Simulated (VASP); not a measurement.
Na, 4 atoms in the cell. Symmetry: Cmce, No. 64, orthorhombic system. Conventional cell: a = 4.191 Å, b = 13.295 Å, c = 5.546 Å, α = 90.00°, β = 90.00°, γ = 90.00°. Within 3.6 Å of Na (site symmetry m) lie 3 Na at 2.75 to 2.79 Å. 

- Program: VASP 6.6.1
- Task: relaxation of cell and atoms
- Functional: PBE
- Potentials or basis: VASP PAW PBE potentials, release 64 (Na_sv)
- Cutoff: 1130 eV
- k mesh: 4 × 4 × 4
- Occupations: gaussian, width 0.1 eV
- Spin: no spin polarisation
- Dipole correction: no
- Further INCAR settings: ALGO = Normal; EDIFF = 1e-07; IBRION = 2; EDIFFG = -0.04; NSW = 90; ISIF = 3

Potentials or basis: VASP PAW PBE potentials, release 64 (Na_sv).

Run with:

```console
$ cat potpaw_PBE.64/Na_sv/POTCAR > POTCAR
$ mpirun -np 1 vasp_std > vasp.out
```

Hardware: 1 thread of Intel(R) Xeon(R) 6975P-C (Granite Rapids), with other jobs on the host.

How long does it take, and how much memory?

Run time: 38 min on 1 thread of Intel(R) Xeon(R) 6975P-C (Granite Rapids) (shared host), peak memory 0.92 GiB. Counts: scf iterations 169, k points 21, ion steps 17.
